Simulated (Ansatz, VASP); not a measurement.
# HfO2: VASP beside Ansatz

```
Hf O
1.0
     5.24651    0.00000    0.00000
     0.00000    5.03037    0.00000
     0.00000    0.00000    5.05930
Hf O
4 8
Direct
  0.03251 0.26702 0.24109
  0.46749 0.26702 0.74109
  0.53251 0.73298 0.24109
  0.96749 0.73298 0.74109
  0.36703 0.07001 0.38077
  0.13297 0.07001 0.88077
  0.73217 0.46109 0.49114
  0.76783 0.46109 0.99114
  0.26783 0.53891 0.99114
  0.23217 0.53891 0.49114
  0.86703 0.92999 0.38077
  0.63297 0.92999 0.88077
```

Alike in both runs: task single point; functional r2SCAN; k mesh 6 × 6 × 6; no spin polarisation.

|  | VASP | Ansatz |
| --- | --- | --- |
| version | VASP 6.6.1 | Ansatz 0.2.0 |
| potentials or method | VASP PAW PBE potentials, release 64 (Hf_pv, O) | plane waves, PAW |
| plane-wave cutoff (eV) | 520 | 500 |
| occupations | gaussian, width 0.01 eV | fixed |
| valence electrons in the cell | 88 | 152 |

VASP gave:

```
gap on the k mesh at the Fermi level (eV)                     : 4.91
pressure (GPa)                                                : -3.5
traceless stress, the component that is largest in VASP (GPa) : 0.10
rms of the force components (eV/Å)                            : 0.030
```

What did Ansatz give for the same quantities?

gap on the k mesh at the Fermi level (eV): 4.96; pressure (GPa): 0.0; traceless stress, the component that is largest in VASP (GPa): 0.00; rms of the force components (eV/Å): 0.001.

VASP's potentials were made for PBE, not for r2SCAN. Atom by atom the forces differ by 0.030 eV/Å (rms over components). VASP's potentials hold 88 valence electrons a cell and Ansatz's 152, so a difference there can come from the potentials and not from the codes.

Spin-orbit coupling is off throughout.
